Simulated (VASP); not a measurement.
A run of VASP 6.6.1 is set up as follows.

File INCAR:

```
ALGO     = Normal         # electronic algorithm
EDIFF    = 1E-6           # SCF threshold, eV
ENCUT    = 520            # plane-wave cutoff, eV
GGA      = PE             # functional
ISIF     = 2              # what is computed and relaxed
ISMEAR   = 0              # smearing method
LASPH    = True           # aspherical terms in the spheres
LCHARG   = True           # write CHGCAR
LELF     = True           # ELF
LREAL    = False          # projectors in reciprocal space
LVHAR    = True         
LWAVE    = False          # write WAVECAR
NBANDS   = 24             # bands
NELM     = 60             # most SCF steps
PREC     = Accurate       # precision mode
SIGMA    = 0.1            # smearing width, eV
```

The input KPOINTS:

```
k-points
0
Gamma
  12 12 4
```

Contents of POSCAR:

```
Cs2B4H
1.0
    3.1018809244      0.0000000000      0.0000000000
    0.0000000000      3.1018809244      0.0000000000
    0.0000000000      0.0000000000     12.9580868434
Cs B H
2 4 1
Direct
    0.5000000000      0.5000000000      0.5000000000
    0.0000000000      0.0000000000      0.0000000000
    0.5000000000      0.5000000000      0.7439416548
    0.5000000000      0.5000000000      0.2560583452
    0.0000000000      0.0000000000      0.7362647803
    0.0000000000      0.0000000000      0.2637352197
    0.5000000000      0.5000000000      0.0000000000
```

Potentials or basis: VASP PAW PBE potentials, release 64 (Cs_sv, B, H).

The run is started by

```console
$ cat potpaw_PBE.64/Cs_sv/POTCAR potpaw_PBE.64/B/POTCAR potpaw_PBE.64/H/POTCAR > POTCAR
$ mpirun -np 1 vasp_std > vasp.out
```

What does it give for the band gap on the k mesh?

Zero (an odd number of electrons rules out a gap without spin polarisation).

Predict the pressure.

0.4 GPa.

Estimate the largest force.

0.011 eV/Å.

Stress tensor (GPa, compression positive):
```
 0.65  0.00  0.00
 0.00  0.65  0.00
 0.00  0.00 -0.01
```

Caveat: spin-orbit coupling is left out, which moves the levels of the heavy elements.
